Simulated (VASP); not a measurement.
# Au (Pm-3m) in VASP: notebook

Au is run at these levels: PBE; tasks: single point.

All numbers are computed with VASP 6.6.1; they aren't measurements. Logs are shortened: lines on timing, memory, paths and dates and some standing lists are left out, and cuts for length are marked.

**1. The cell of the first run**

The structure is cubic, space group Pm-3m (No. 221). Conventional cell: a = 2.738 Å, b = 2.738 Å, c = 2.738 Å, α = 90.00°, β = 90.00°, γ = 90.00°. Within 3.6 Å of Au (site symmetry m-3m) lie 6 Au at 2.74 Å.

This isn't the form of Au at room conditions, which is fcc.

**2. Single point, PBE, non-collinear spin, zero start, spin-orbit coupling**

The input, INCAR:

```
ALGO = Normal
EDIFF = 1E-6
ENCUT = 520
GGA = PE
GGA_COMPAT = False
ISIF = 2
ISMEAR = -1
LASPH = True
LCHARG = False
LMAXMIX = 4
LORBIT = 11
LORBMOM = True
LREAL = False
LSORBIT = True
LWAVE = False
MAGMOM = 0 0 0
NBANDS = 22
NELM = 150
PREC = Accurate
SIGMA = 0.05
```

The input, KPOINTS:

```
k-points
0
Gamma
  15 15 15
```

The input, POSCAR:

```
Au
1.0
    2.7379017552      0.0000000000      0.0000000000
    0.0000000000      2.7379017552      0.0000000000
    0.0000000000      0.0000000000      2.7379017552
Au
1
Direct
    0.0000000000      0.0000000000      0.0000000000
```

Potentials or basis: VASP PAW PBE potentials, release 64 (Au).

On the command line:

```sh
cat potpaw_PBE.64/Au/POTCAR > POTCAR
mpirun -np 1 vasp_ncl > vasp.out
```

OUTCAR:

```text
EDIFF = 1E-6
   ENCUT = 520
   GGA = PE
   ISIF = 2
   ISMEAR = -1
   LASPH = True
   LORBIT = 11
   LREAL = False
   LSORBIT = True
   NELM = 150
   PREC = Accurate

 ion  position               nearest neighbor table
   1  0.000  0.000  0.000-

  LATTYP: Found a simple cubic cell.
 ALAT       =     2.7379017552

  Lattice vectors:

 A1 = (   2.7379017552,   0.0000000000,   0.0000000000)
 A2 = (   0.0000000000,   2.7379017552,   0.0000000000)
 A3 = (   0.0000000000,   0.0000000000,   2.7379017552)

Analysis of symmetry for initial positions (statically):
=====================================================================
 Subroutine PRICEL returns:
 Original cell was already a primitive cell.

 Routine SETGRP: Setting up the symmetry group for a
 simple cubic supercell.

 Subroutine GETGRP returns: Found 48 space group operations
 (whereof 48 operations were pure point group operations)
 out of a pool of 48 trial point group operations.

The static configuration has the point symmetry O_h .

Analysis of symmetry for dynamics (positions and initial velocities):
=====================================================================
 Subroutine PRICEL returns:
 Original cell was already a primitive cell.

 Routine SETGRP: Setting up the symmetry group for a
 simple cubic supercell.

 Subroutine GETGRP returns: Found 48 space group operations
 (whereof 48 operations were pure point group operations)
 out of a pool of 48 trial point group operations.

The dynamic configuration has the point symmetry O_h .

Analysis of structural, dynamic, and magnetic symmetry:
=====================================================================
 Subroutine PRICEL returns:
 Original cell was already a primitive cell.

 Routine SETGRP: Setting up the symmetry group for a
 simple cubic supercell.

 Subroutine GETGRP returns: Found 48 space group operations
 (whereof 48 operations were pure point group operations)
 out of a pool of 48 trial point group operations.

The overall configuration has the point symmetry O_h .

 Subroutine INISYM returns: Found 48 space group operations
 (whereof 48 operations are pure point group operations),
 and found     1 'primitive' translations

----------------------------------------------------------------------------------------

                                     Primitive cell
[... 138 lines left out ...]

 E-fermi :   6.3794     XC(G=0): -11.4995

 val. band max:        6.3229789802   @ k =   0.3333   0.3333   0.2000
 cond. band min:       6.5165829794   @ k =   0.4000   0.2000   0.2000
 fundamental gap:      0.1936039992
 Fermi energy:         6.3793513697

 k-point     1 :       0.0000    0.0000    0.0000
  band No.  band energies     occupation
      1      -1.4246      1.00000
      2      -1.4246      1.00000
      3       0.5564      1.00000
      4       0.5564      1.00000
      5       0.5564      1.00000
      6       0.5564      1.00000
[... 589 lines left out ...]
     21      26.5536      0.00000
     22      26.5536      0.00000

 [... further k-points ...]
[... 5 lines left out ...]
  --------------------------------------------------------------------------------------
  -------------------------------------------------------------------------------------
  Total        0.0044299      0.0044299      0.0044299      0.0000000     -0.0000000      0.0000000
  in kB        0.3458243      0.3458243      0.3458243      0.0000000     -0.0000000      0.0000000
  external PRESSURE =       0.3458243 kB  Pullay stress =       0.0000000 kB

 VOLUME and BASIS-vectors are now :
 -----------------------------------------------------------------------------
  energy-cutoff  :      520.00
  volume of cell :       20.52
      direct lattice vectors                 reciprocal lattice vectors
     2.737901755  0.000000000  0.000000000     0.365243201  0.000000000  0.000000000
     0.000000000  2.737901755  0.000000000     0.000000000  0.365243201  0.000000000
     0.000000000  0.000000000  2.737901755     0.000000000  0.000000000  0.365243201

 POSITION                                       TOTAL-FORCE (eV/Angst)
 -----------------------------------------------------------------------------------
      0.00000      0.00000      0.00000         0.000000      0.000000      0.000000
 -----------------------------------------------------------------------------------
    total drift:                                0.000000      0.000000      0.000000

  FREE ENERGIE OF THE ION-ELECTRON SYSTEM (eV)
  ---------------------------------------------------
  free  energy   TOTEN  =        -3.3025610840 eV

  energy  without entropy=       -3.3008750112  energy(sigma->0) =       -3.30171805

 orbital moment (x)

 # of ion     p       d       tot
 ----------------------------------------
  1        -0.000  -0.000  -0.000
 ----------------------------------------
           -0.000  -0.000  -0.000

 orbital moment (y)

 # of ion     p       d       tot
 ----------------------------------------
  1         0.000  -0.000  -0.000
 ----------------------------------------
            0.000  -0.000  -0.000

 orbital moment (z)

 # of ion     p       d       tot
 ----------------------------------------
  1         0.000   0.000   0.000
 ----------------------------------------
            0.000   0.000   0.000

 Spin-Orbit-Coupling matrix elements

 Ion:    1  E_soc:     -0.5642203
 l=   1
     0.0000000    -0.0246705    -0.0246705
    -0.0246705     0.0000000    -0.0246705
    -0.0246705    -0.0246705     0.0000000
 l=   2
     0.0000000    -0.0105076     0.0000000    -0.0105076    -0.0588586
    -0.0105076     0.0000000    -0.0441440    -0.0105076    -0.0147147
     0.0000000    -0.0441440     0.0000000    -0.0441440     0.0000000
    -0.0105076    -0.0105076    -0.0441440     0.0000000    -0.0147147
    -0.0588586    -0.0147147     0.0000000    -0.0147147     0.0000000
 l=   3
     0.0000000     0.0000000     0.0000000     0.0000000     0.0000000     0.0000000     0.0000000
     0.0000000     0.0000000     0.0000000     0.0000000     0.0000000     0.0000000     0.0000000
     0.0000000     0.0000000     0.0000000     0.0000000     0.0000000     0.0000000     0.0000000
     0.0000000     0.0000000     0.0000000     0.0000000     0.0000000     0.0000000     0.0000000
     0.0000000     0.0000000     0.0000000     0.0000000     0.0000000     0.0000000     0.0000000
     0.0000000     0.0000000     0.0000000     0.0000000     0.0000000     0.0000000     0.0000000
     0.0000000     0.0000000     0.0000000     0.0000000     0.0000000     0.0000000     0.0000000

 total charge

# of ion       s       p       d       tot
------------------------------------------
    1        0.599   0.294   8.737   9.630

 magnetization (x)

# of ion       s       p       d       tot
------------------------------------------
    1        0.000  -0.000   0.000  -0.000

 magnetization (y)

# of ion       s       p       d       tot
------------------------------------------
    1       -0.000   0.000   0.000  -0.000

 magnetization (z)

# of ion       s       p       d       tot
------------------------------------------
    1        0.000  -0.000   0.000  -0.000
```

stdout:

```text
POSCAR found type information on POSCAR Au
 POSCAR found :  1 types and       1 ions
 scaLAPACK will be used
 LDA part: xc-table for (Slater+PW92), standard interpolation
 POSCAR, INCAR and KPOINTS ok, starting setup
 FFT: planning ... GRIDC
 FFT: planning ... GRID_SOFT
 FFT: planning ... GRID
 WAVECAR not read
 entering main loop
```

It took 29 s on 1 thread of Intel Xeon 6975P-C (Granite Rapids), shared host; peak memory 0.21 GiB.

What came out:

| Property | Result |
| --- | --- |
| Free energy | -3.3026 eV |
| Pressure | 0.0 GPa |
| Net moment | 0.00 μB per cell |
| Valence electrons inside the program's atomic spheres | Au 9.63 |

Moments on the atoms (μB; x, y, z):
```
Au  0.00 0.00 0.00
```

**3. Single point, PBE, non-collinear spin, zero start, spin-orbit coupling**

The input, INCAR:

```
SYSTEM = Au
PREC     = Accurate       ! precision mode
ENCUT    = 520            ! plane-wave cutoff, eV
EDIFF    = 1E-6           ! SCF threshold, eV
ISMEAR   = -1             ! smearing method
SIGMA    = 0.05           ! smearing width, eV
LREAL    = .FALSE.        ! projectors in reciprocal space
LASPH    = .TRUE.         ! aspherical terms in the spheres
NELM     = 150            ! most SCF steps
ALGO     = Normal         ! electronic algorithm
ISIF     = 2              ! what is computed and relaxed
LWAVE    = .FALSE.        ! write WAVECAR
LCHARG   = .FALSE.        ! write CHGCAR
MAGMOM   = 0 0 0          ! initial moments
LORBIT   = 11             ! projections on sites
LSORBIT  = .TRUE.         ! spin-orbit coupling
GGA_COMPAT= .FALSE.      
LORBMOM  = .TRUE.       
LMAXMIX  = 4              ! l up to which the mixer works
GGA      = PE             ! functional
NBANDS   = 22             ! bands
```

The input, KPOINTS:

```
Automatic mesh
0
G
  15 15 15
  0 0 0
```

POSCAR is that of step 2.

Potentials or basis: VASP PAW PBE potentials, release 64 (Au).

On the command line:

```sh
cat potpaw_PBE.64/Au/POTCAR > POTCAR
mpirun -np 1 vasp_ncl > vasp.out
```

Wall time 29 s (1 thread of Intel Xeon 6975P-C (Granite Rapids), shared host); peak memory 0.21 GiB.

It converged, with:

```
Free energy                                           : -3.3026 eV
Pressure                                              : 0.0 GPa
Net moment                                            : 0.00 μB per cell
Valence electrons inside the program's atomic spheres : Au 9.63
```

Moments on the atoms (μB; x, y, z):
```
Au  0.00 0.00 0.00
```
